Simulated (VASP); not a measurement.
A run of VASP 6.6.1 is set up as follows.

POSCAR

```
SnSe
1.0
    4.2853274191      0.0000000000      0.0000000000
    0.0000000000      4.2853274191      0.0000000000
    0.0000000000      0.0000000000     10.9906921300
Sn Se
2 2
Direct
    0.0000000000      0.5000000000      0.6277708900
    0.5000000000      0.0000000000      0.3722291100
    0.0000000000      0.5000000000      0.3839605100
    0.5000000000      0.0000000000      0.6160394900
```

INCAR.step1

```
SYSTEM = SnSe
PREC     = Accurate       ! precision mode
ENCUT    = 520            ! plane-wave cutoff, eV
ISMEAR   = -1             ! smearing method
SIGMA    = 0.05           ! smearing width, eV
LREAL    = .False.        ! projectors in reciprocal space
LASPH    = .True.         ! aspherical terms in the spheres
NELM     = 60             ! most SCF steps
NBANDS   = 28             ! bands
GGA      = PE             ! functional
ALGO     = Normal         ! electronic algorithm
EDIFF    = 1E-4           ! SCF threshold, eV
LWAVE    = .True.         ! write WAVECAR
LCHARG   = .False.        ! write CHGCAR
```

Contents of INCAR.step2:

```
SYSTEM = SnSe
PREC     = Accurate       ! precision mode
ENCUT    = 520            ! plane-wave cutoff, eV
EDIFF    = 1E-7           ! SCF threshold, eV
ISMEAR   = -1             ! smearing method
SIGMA    = 0.05           ! smearing width, eV
LREAL    = .False.        ! projectors in reciprocal space
LASPH    = .True.         ! aspherical terms in the spheres
NELM     = 60             ! most SCF steps
ALGO     = Normal         ! electronic algorithm
ISIF     = 2              ! what is computed and relaxed
LWAVE    = .False.        ! write WAVECAR
LCHARG   = .False.        ! write CHGCAR
METAGGA  = R2SCAN         ! meta-GGA
LMIXTAU  = .True.       
NBANDS   = 28             ! bands
ISTART   = 1
```

File KPOINTS:

```
regular mesh
0
Gamma
  4 4 2
  0 0 0
```

Potentials or basis: VASP PAW PBE potentials, release 64 (Sn_d, Se).

Launch:

```console
$ cat potpaw_PBE.64/Sn_d/POTCAR potpaw_PBE.64/Se/POTCAR > POTCAR
$ cp INCAR.step1 INCAR
$ mpirun -np 1 vasp_std > vasp.out
$ cp INCAR.step2 INCAR
$ mpirun -np 1 vasp_std > vasp.out
```

(1) What does it give for the band gap on the k mesh?

(2) Estimate the largest force.

Results:

(1) 1.91 eV (least direct gap 1.97 eV).

(2) 0.072 eV/Å.

Caveat: the PAW data sets were made with another functional, which shifts forces and pressure a little; spin-orbit coupling is left out, which moves the levels of the heavy elements.
